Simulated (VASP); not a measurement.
# SiC: single point with r2SCAN

SiC:

```
CELL_PARAMETERS angstrom
0.00000 2.17805 2.13449
2.17805 0.00000 2.13449
2.17805 2.17805 0.00000
ATOMIC_POSITIONS crystal
Si 0.00000 0.00000 0.00000
C 0.25000 0.25000 0.25000
```

This cell differs from its parent crystal: uniaxial z strain -2.0%.

```
Program             : VASP 6.6.1
Task                : single point
Functional          : r2SCAN
Potentials or basis : VASP PAW PBE potentials, release 64 (Si, C)
Cutoff              : 520 eV
k mesh              : 10 × 10 × 10
Occupations         : gaussian, width 0.01 eV
Spin                : no spin polarisation
```

The pressure is 4.6 GPa. The band gap on the k mesh is 1.49 eV, indirect (least direct gap 5.06 eV).

Stress tensor (GPa, compression positive):
```
2.76 0.00 0.00
0.00 2.76 0.00
0.00 0.00 8.22
```

Levels at points of the mesh, in eV from the valence-band top:
```tsv
k point	band 2	band 3	band 4	band 5	band 6	band 7
(0.00, 0.00, 0.00)	-0.14	-0.14	0.00	7.01	7.88	7.94
(0.50, 0.00, 0.00)	-9.03	-1.33	-1.08	6.07	7.59	7.96
(0.50, 0.50, 0.00)	-8.04	-3.62	-3.62	1.49	4.57	15.24
(0.50, 0.00, 0.50)	-8.30	-3.40	-3.37	1.69	4.94	14.99
```

Wall time 53 s on 1 thread of AMD EPYC 9R45 96-Core Processor (Zen 5), on a shared host, peak memory 0.12 GiB.

Caveat: the cell differs from its parent crystal (uniaxial z strain -2.0%); the PAW data sets were made with another functional, which shifts forces and pressure a little. A k mesh can miss the band edges.
